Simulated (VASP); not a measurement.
# BiTe (R-3m) in VASP: further runs, part 2 of 2

VASP 6.6.1. The steps go on from the part before.

**4. Relaxation of cell and atoms, PBEsol+D3(BJ)**

This run uses another cell than the first one, of 33.72 Å³/atom.

Contents of INCAR:

```
SYSTEM = BiTe
PREC     = Accurate       ! precision mode
ENCUT    = 600            ! plane-wave cutoff, eV
EDIFF    = 1E-6           ! SCF threshold, eV
ISMEAR   = -1             ! smearing method
SIGMA    = 0.05           ! smearing width, eV
LREAL    = .FALSE.        ! projectors in reciprocal space
LASPH    = .TRUE.         ! aspherical terms in the spheres
NELM     = 100            ! most SCF steps
ALGO     = Normal         ! electronic algorithm
ISIF     = 3              ! what is computed and relaxed
LWAVE    = .FALSE.        ! write WAVECAR
LCHARG   = .FALSE.        ! write CHGCAR
GGA      = PS             ! functional
IVDW     = 12             ! dispersion correction
IBRION   = 2              ! ionic algorithm
NSW      = 60             ! ionic steps
EDIFFG   = -0.01          ! ionic threshold
```

Contents of KPOINTS:

```
Automatic mesh
0
G
  7 7 7
  0 0 0
```

Contents of POSCAR:

```
BiTe
1.0
    2.4227077728      1.3987509848      3.3172919545
   -2.4227077728      1.3987509848      3.3172919545
    0.0000000000     -2.7975019696      3.3172919545
Bi Te
1 1
Direct
    0.5000000000      0.5000000000      0.5000000000
    0.0000000000      0.0000000000      0.0000000000
```

Potentials or basis: VASP PAW PBE potentials, release 64 (Bi_d, Te).

Run with:

```console
> cat potpaw_PBE.64/Bi_d/POTCAR potpaw_PBE.64/Te/POTCAR > POTCAR
> mpirun -np 1 vasp_std > vasp.out
```

OUTCAR:

```text
SYSTEM = BiTe
   PREC = Accurate
   ENCUT = 600
   EDIFF = 1E-6
   ISMEAR = -1
   LREAL = .FALSE.
   LASPH = .TRUE.
   NELM = 100
   ISIF = 3
   GGA = PS
   IVDW = 12
   IBRION = 2
   NSW = 60
   EDIFFG = -0.01
 IVDW          = 12

 ion  position               nearest neighbor table
   1  0.500  0.500  0.500-   2 3.25   2 3.25   2 3.25   2 3.25   2 3.25   2 3.25
   2  0.000  0.000  0.000-   1 3.25   1 3.25   1 3.25   1 3.25   1 3.25   1 3.25

  LATTYP: Found a trigonal (rhomboedric) cell.
 ALAT       =     4.3394058558
 COS(alpha) =     0.3765932224

  Lattice vectors:

 A1 = (   2.4227077728,   1.3987509848,   3.3172919545)
 A2 = (  -2.4227077728,   1.3987509848,   3.3172919545)
 A3 = (   0.0000000000,  -2.7975019696,   3.3172919545)

Analysis of symmetry for initial positions (statically):
=====================================================================
 Subroutine PRICEL returns:
 Original cell was already a primitive cell.

 Routine SETGRP: Setting up the symmetry group for a
 trigonal (rhombohedral) supercell.

 Subroutine GETGRP returns: Found 12 space group operations
 (whereof 12 operations were pure point group operations)
 out of a pool of 12 trial point group operations.

The static configuration has the point symmetry D_3d.

Analysis of symmetry for dynamics (positions and initial velocities):
=====================================================================
 Subroutine PRICEL returns:
 Original cell was already a primitive cell.

 Routine SETGRP: Setting up the symmetry group for a
 trigonal (rhombohedral) supercell.

 Subroutine GETGRP returns: Found 12 space group operations
 (whereof 12 operations were pure point group operations)
 out of a pool of 12 trial point group operations.

The dynamic configuration has the point symmetry D_3d.

 Subroutine INISYM returns: Found 12 space group operations
 (whereof 12 operations are pure point group operations),
 and found     1 'primitive' translations

----------------------------------------------------------------------------------------

                                     Primitive cell

  volume of cell :      67.4491

  direct lattice vectors                    reciprocal lattice vectors
     2.422707773  1.398750985  3.317291954     0.206380648  0.119153923  0.100483568
    -2.422707773  1.398750985  3.317291954    -0.206380648  0.119153923  0.100483568
     0.000000000 -2.797501970  3.317291954     0.000000000 -0.238307845  0.100483568

  length of vectors
     4.339405856  4.339405856  4.339405856     0.258626326  0.258626326  0.258626326

  position of ions in fractional coordinates (direct lattice)
     0.500000000  0.500000000  0.500000000
     0.000000000  0.000000000  0.000000000

  ion indices of the primitive-cell ions
   primitive index   ion index
                 1           1
                 2           2

----------------------------------------------------------------------------------------

 KPOINTS: Automatic mesh

Automatic generation of k-mesh.
 Grid dimensions read from file:
 generate k-points for:    7    7    7

 Generating k-lattice:

  Cartesian coordinates                     Fractional coordinates (reciprocal lattice)
     0.029482950  0.017021989  0.014354795     0.142857143  0.000000000  0.000000000
    -0.029482950  0.017021989  0.014354795     0.000000000  0.142857143  0.000000000
     0.000000000 -0.034043978  0.014354795     0.000000000  0.000000000  0.142857143

  Length of vectors
     0.036946618  0.036946618  0.036946618

  Shift w.r.t. Gamma in fractional coordinates (k-lattice)
     0.000000000  0.000000000  0.000000000

 Subroutine IBZKPT returns following result:
 ===========================================

 Found     44 irreducible k-points:

 Following reciprocal coordinates:
            Coordinates               Weight
  0.000000  0.000000  0.000000      1.000000
  0.142857 -0.000000  0.000000      6.000000
  0.285714 -0.000000  0.000000      6.000000
  0.428571 -0.000000  0.000000      6.000000
  0.142857  0.142857  0.000000      6.000000
  0.285714  0.142857  0.000000     12.000000
[... 16 lines left out ...]
  0.285714  0.285714  0.142857      6.000000
  0.428571  0.285714  0.142857     12.000000
 [... further k-points ...]
   k-points           NKPTS =     44   k-points in BZ     NKDIM =     44   number of bands    NBANDS=     14
   number of dos      NEDOS =    301   number of ions     NIONS =      2
   total plane-waves  NPLWV =  46656
   dimension x,y,z NGX =    36 NGY =   36 NGZ =   36
   dimension x,y,z NGXF=    72 NGYF=   72 NGZF=   72
   ions per type =               1   1
   NGX,Y,Z   is equivalent  to a cutoff of  13.79, 13.79, 13.79 a.u.
   NGXF,Y,Z  is equivalent  to a cutoff of  27.58, 27.58, 27.58 a.u.
 SYSTEM =  BiTe
   PREC   = accura    normal or accurate (medium, high low for compatibility)
   ISTART =      0    job   : 0-new  1-cont  2-samecut
   ICHARG =      2    charge: 1-file 2-atom 10-const
   ISPIN  =      1    spin polarized calculation?
   LNONCOLLINEAR =      F non collinear calculations
   LSORBIT =      F    spin-orbit coupling
   LASPH  =      T    aspherical Exc in radial PAW
   ENCUT  =  600.0 eV  44.10 Ry    6.64 a.u.   8.67  8.67  8.67*2*pi/ulx,y,z
   NELM   =    100;   NELMIN=  2; NELMDL= -5     # of ELM steps
   EDIFF  = 0.1E-05   stopping-criterion for ELM
   LREAL  =      F    real-space projection
   EDIFFG = -.1E-01   stopping-criterion for IOM
   NSW    =     60    number of steps for IOM
   IBRION =      2    ionic relax: 0-MD 1-quasi-New 2-CG
   NFREE  =      1    steps in history (QN), initial steepest desc. (CG)
   ISIF   =      3    stress and relaxation
   ISYM   =      2    0-nonsym 1-usesym 2-fastsym
   POTIM  = 0.5000    time-step for ionic-motion
   TEBEG  =    0.0;   TEEND  =   0.0 temperature during run
   PSTRESS=    0.0 pullay stress
   NELECT =      21.0000    total number of electrons
   NUPDOWN=      -1.0000    fix difference up-down
   EMIN   =  10.00;   EMAX   =-10.00  energy-range for DOS
   EFERMI =   0.00;   METHOD = LEGACY
   ISMEAR =    -1;   SIGMA  =   0.05  broadening in eV -4-tet -1-fermi 0-gaus
   EFERMI_NEDOS =   21; number of points for ismear=-14 and -15
   IALGO  =     38    algorithm
   IMIX   =      4    mixing-type and parameters
     AMIX     =   0.40;   BMIX     =  1.00
     AMIX_MAG =   1.60;   BMIX_MAG =  1.00
  volume/ion in A,a.u.               =      33.72       227.58
  Fermi-wavevector in a.u.,A,eV,Ry     =   1.109573  2.096789 16.750837  1.231152
  Thomas-Fermi vector in A             =   2.246114
   LORBIT       =      0    0 simple, 1 ext, 2 COOP (PROOUT), +10 PAW based schemes
   GGA     = PS    functional components
   LHFCALC =     F    Hartree Fock is set to
   AEXX    =    0.0000 exact exchange contribution
   IVDW    =    12    specifies the selected vdW correction
   LEPSILON=     F    determine dielectric tensor
   LRPA    =     F    only Hartree local field effects (RPA)
 conjugate gradient relaxation of ions
 non-spin polarized calculation
  energy-cutoff  :      600.00
  volume of cell :       67.45
 maximum number of plane-waves:      2263
   NGX = 17   NGY = 17   NGZ = 17

--------------------------------------- Ionic step        1  -------------------------------------------

 number of electron      21.0000005 magnetization

 Free energy of the ion-electron system (eV)
  ---------------------------------------------------
  ext. energy  EPLUGINS =         0.00000000
  ---------------------------------------------------
  free energy    TOTEN  =        -7.97481703 eV

  energy without entropy =       -7.96281948  energy(sigma->0) =       -7.96881825

 E-fermi :   6.5114     XC(G=0):  -9.6320

 val. band max:        6.4834759644   @ k =  -0.4286   0.2857   0.2857
 cond. band min:       6.5596883338   @ k =   0.2857   0.2857   0.2857
 fundamental gap:      0.0762123694
 Fermi energy:         6.5114331604

 k-point     1 :       0.0000    0.0000    0.0000
  band No.  band energies     occupation
      1     -16.6350      2.00000
      2     -16.6350      2.00000
      3     -16.6194      2.00000
      4     -16.6194      2.00000
      5     -16.6026      2.00000
      6      -6.9807      2.00000
      7      -1.7752      2.00000
      8       3.6110      2.00000
      9       3.6110      2.00000
     10       4.9245      2.00000
     11       8.3934      0.00000
     12       9.0081      0.00000
     13       9.0081      0.00000
     14      10.5430      0.00000
[... 708 lines left out ...]
  energy  without entropy=       -8.9599002326  energy(sigma->0) =       -8.96507776

--------------------------------------- Ionic step        9  -------------------------------------------

 number of electron      20.9999997 magnetization

 Free energy of the ion-electron system (eV)
  ---------------------------------------------------
  ext. energy  EPLUGINS =         0.00000000
  ---------------------------------------------------
  free energy    TOTEN  =        -7.97166341 eV

  energy without entropy =       -7.96165859  energy(sigma->0) =       -7.96666100

 E-fermi :   7.8168     XC(G=0): -10.1609

 val. band max:        7.7914536118   @ k =  -0.4286   0.2857   0.2857
 cond. band min:       7.8310543066   @ k =  -0.4286   0.1429   0.1429
 fundamental gap:      0.0396006948
 Fermi energy:         7.8167542266

 k-point     1 :       0.0000    0.0000    0.0000
  band No.  band energies     occupation
      1     -15.3195      2.00000
      2     -15.3195      2.00000
      3     -15.3079      2.00000
      4     -15.3079      2.00000
      5     -15.2782      2.00000
      6      -6.3252      2.00000
      7      -0.1512      2.00000
      8       4.5712      2.00000
      9       4.5712      2.00000
     10       6.4548      2.00000
     11      10.0320      0.00000
     12      11.0107      0.00000
     13      11.0107      0.00000
     14      11.4659      0.00000
[... 424 lines left out ...]
  FREE ENERGIE OF THE ION-ELECTRON SYSTEM (eV)
  ---------------------------------------------------
  free  energy   TOTEN  =        -8.9704062230 eV

  energy  without entropy=       -8.9604014056  energy(sigma->0) =       -8.96540381

 reached required accuracy - stopping structural energy minimisation
```

Wall time 5.4 min (1 thread of Intel Xeon 8259CL, shared host); peak memory 0.26 GiB.

Results:

```yaml
Free_energy: -8.9704 eV
Relaxed_volume: 30.14 Å³/atom
Relaxed_cell: a = 4.095 Å, b = 4.095 Å, c = 4.095 Å, α = 71.89°, β = 71.89°, γ = 71.89°
Space_group_after_relaxing_to_0.1_Å: R-3m (No. 166)
Energy_gained_by_relaxing: 51.7 meV/atom
Ionic_steps: 9
Pressure_after_relaxing: 0.0 GPa
Band_gap_on_the_k_mesh: zero (an odd number of electrons rules out a gap without spin polarisation)
Dispersion_energy_per_atom: -0.499 eV
```

Step by step:
| step | energy change (eV) | largest force (eV/Å) | pressure (GPa) | volume (Å³) |
| --- | --- | --- | --- | --- |
| 1 | 0.0000 | 0.0000 | -4.45 | 67.45 |
| 2 | -0.0549 | 0.0000 | 3.46 | 58.71 |
| 3 | -0.0860 | 0.0000 | -0.03 | 61.75 |
| 4 | -0.0860 | 0.0000 | 0.08 | 61.64 |
| 5 | -0.0898 | 0.0000 | 0.09 | 61.48 |
| 6 | -0.0987 | 0.0000 | 0.10 | 60.95 |
| 7 | -0.1000 | 0.0000 | 0.01 | 59.75 |
| 8 | -0.1033 | 0.0000 | 0.05 | 60.40 |
| 9 | -0.1034 | 0.0000 | 0.02 | 60.28 |

Final structure:
```xyz
2
Lattice="2.4040 1.3879 3.0110 -2.4040 1.3879 3.0110 0.0000 -2.7759 3.0110" Properties=species:S:1:pos:R:3 pbc="T T T"
Bi    0.0000    0.0000    4.5165
Te    0.0000    0.0000    0.0000
```

Caveat: the PAW data sets were made with another functional, which shifts forces and pressure a little; spin-orbit coupling is left out, which moves the levels of the heavy elements.

**5. Summary**

| task | level | cell | cutoff (eV) | gap on the mesh (eV) | pressure (GPa) |
| --- | --- | --- | --- | --- | --- |
| single point | PBEsol+D3(BJ) | a = 4.095 Å, angles 71.9°, 2 atoms | 520 | none | 0.0 |
| single point | PBEsol+D4 | a = 4.146 Å, angles 71.0°, 2 atoms | 520 | none | 0.0 |
| relaxation of cell and atoms | PBEsol+D3(BJ) | relaxed from a = 4.339 Å, angles 67.9°, 2 atoms | 600 | none | 0.0 |

Alike in all rows: potentials or basis VASP PAW PBE potentials, release 64 (Bi_d, Te); no spin polarisation; k mesh 7 × 7 × 7; smearing fermi-dirac 0.05 eV.

Caveats: the PAW data sets were made with another functional, which shifts forces and pressure a little; spin-orbit coupling is left out, which moves the levels of the heavy elements.

Total energies depend on the potentials used, so only differences within one code and one set of settings carry meaning.
